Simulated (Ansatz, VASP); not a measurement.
## TlSn: VASP beside Ansatz

The input INCAR:

```
SYSTEM = TlSn
  PREC = Accurate
  ENCUT = 520
  EDIFF = 1E-8
  ISMEAR = -1
  SIGMA = 0.08
  LREAL = .FALSE.
  LASPH = .TRUE.
  NELM = 60
  ALGO = Normal
  ISIF = 2
  LWAVE = .FALSE.
  LCHARG = .FALSE.
  LEFG = .TRUE.
  NBANDS = 20
```

File KPOINTS:

```
Automatic mesh
0
G
  9 9 8
  0 0 0
```

POSCAR

```
TlSn
1.0
    3.6147298654      0.0000000000      0.0000000000
    0.0000000000      3.6147298654      0.0000000000
    0.0000000000      0.0000000000      4.2875000000
Tl Sn
1 1
Direct
    0.0000000000      0.0000000000      0.0000000000
    0.5000000000      0.5000000000      0.5000000000
```

Input for Ansatz:

```yaml
crystal:
  lattice:
    - [3.6147298654, 0.0, 0.0]
    - [0.0, 3.6147298654, 0.0]
    - [0.0, 0.0, 4.2875]
  atoms:
    - { symbol: Tl, position: [0.0, 0.0, 0.0] }
    - { symbol: Sn, position: [0.5, 0.5, 0.5] }
kpoints:
  mp_grid: { grid: [9, 9, 8] }
scf:
  occupations: { method: fermi_dirac, width: 0.08 }
hamiltonian:
  xc: lda
  pseudopotentials: { kind: all_electron, datasets: crystal }
output:
  forces: true
  stress: true
  eigenvalues: true
  efg: { contact_densities: true }
```

Change from the starting cell: zz strain of -2 %, crystal datasets.

Alike in both runs: task electric field gradients; functional LDA; k mesh 9 × 9 × 8; occupations fermi-dirac, width 0.08 eV; no spin polarisation.

|  | VASP | Ansatz |
| --- | --- | --- |
| version | VASP 6.6.1 | Ansatz 0.2.0 |
| potentials or method | VASP PAW LDA potentials, release 64 (Tl_d, Sn_d), cutoff 520 eV | all-electron PAW with datasets made for the crystal, scalar-relativistic |

|  | VASP | Ansatz | Ansatz less VASP |
| --- | --- | --- | --- |
| pressure (GPa) | -2.5 | -2.6 | -0.02 |
| traceless stress, the component that is largest in VASP (GPa) | 0.57 | 0.57 | -0.003 |
| size of Vzz on the site where it differs most (V/Å²) | 15.3 | 14.2 | -1.08 |

LDA's correlation is that of Perdew and Zunger in VASP and of Perdew and Wang (1992) in Ansatz. Ansatz ran all-electron here, and VASP with PAW potentials.

Spin-orbit coupling is off throughout.
